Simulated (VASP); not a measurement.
Zr2N: single point with PBEsol

Zr2N:

```
CELL_PARAMETERS angstrom
5.40113 0.00000 0.00000
0.00000 5.40113 0.00000
0.00000 0.00000 3.28868
ATOMIC_POSITIONS crystal
Zr 0.29662 0.29662 0.00000
Zr 0.70338 0.70338 0.00000
Zr 0.79662 0.20338 0.50000
Zr 0.20338 0.79662 0.50000
N 0.00000 0.00000 0.00000
N 0.50000 0.50000 0.50000
```

```
Program             : VASP 6.6.1
Task                : single point
Functional          : PBEsol
Potentials or basis : VASP PAW PBE potentials, release 64 (Zr_sv, N)
Cutoff              : 520 eV
k mesh              : 8 × 8 × 10
Occupations         : gaussian, width 0.1 eV
Spin                : no spin polarisation
```

| Item | Value |
| --- | --- |
| Pressure | -2.8 GPa |
| Largest force | 0.004 eV/Å |
| Band gap on the k mesh | zero (bands 29 and 30 overlap by 2.55 eV) |

Forces in eV/Å, atoms in the order of the input:
```
Zr  -0.003 -0.003  0.000
Zr   0.003  0.003  0.000
Zr  -0.003  0.003  0.000
Zr   0.003 -0.003  0.000
N    0.000  0.000  0.000
N    0.000  0.000  0.000
```

Levels at points of the mesh, in eV from the Fermi level:
| k point | band 27 | band 28 | band 29 | band 30 | band 31 | band 32 |
| --- | --- | --- | --- | --- | --- | --- |
| (0.00, 0.00, 0.00) | 0.33 | 0.58 | 0.78 | 1.03 | 1.03 | 1.25 |
| (0.50, 0.00, 0.00) | -0.96 | -0.96 | 1.44 | 1.44 | 1.53 | 1.53 |
| (0.50, 0.50, 0.00) | -1.08 | -1.08 | 0.96 | 0.96 | 1.35 | 1.35 |
| (0.00, 0.00, 0.50) | -1.12 | -1.12 | -1.11 | -1.11 | 1.94 | 1.94 |
| (0.50, 0.00, 0.50) | -0.86 | -0.86 | -0.74 | -0.74 | 1.53 | 1.53 |
| (0.50, 0.50, 0.50) | -0.89 | -0.89 | -0.25 | -0.25 | 1.15 | 1.15 |

Wall time 4.3 min on 1 thread of Intel(R) Xeon(R) Platinum 8259CL CPU @ 2.50GHz (Skylake/Cascade Lake), on a shared host, peak memory 0.36 GiB.

Caveat: the PAW data sets were made with another functional, which shifts forces and pressure a little.
